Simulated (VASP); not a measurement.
The system is Si.

```
Si
1.0
     0.00000    2.66629    2.66629
     2.66629    0.00000    2.66629
     2.66629    2.66629    0.00000
Si
2
Direct
  0.50000 0.50000 0.50000
  0.75000 0.75000 0.75000
```

Base run:

| Item | Value |
| --- | --- |
| Program | VASP 6.6.1 |
| Functional | b88 exchange, pbe correlation |
| Potentials or basis | VASP PAW PBE potentials, release 64 (Si) |
| Cutoff | 500 eV |
| k mesh | 8 × 8 × 8 |
| Occupations | fermi-dirac, width 0.05 eV |
| Spin | no spin polarisation |

Its results: band gap on the k mesh 0.53 eV (least direct gap 2.60 eV); pressure 7.9 GPa.

Problem. The run is repeated on the same cell with these changes: functional from b88 exchange, pbe correlation to r2SCAN; cutoff from 500 eV to 550 eV. What comes out?

Solution. Band gap on the k mesh 0.72 eV (least direct gap 2.78 eV); pressure 6.6 GPa.

Caveats: the cell stands under pressure; the PAW data sets were made with another functional, which shifts forces and pressure a little.

A k mesh can miss the band edges.
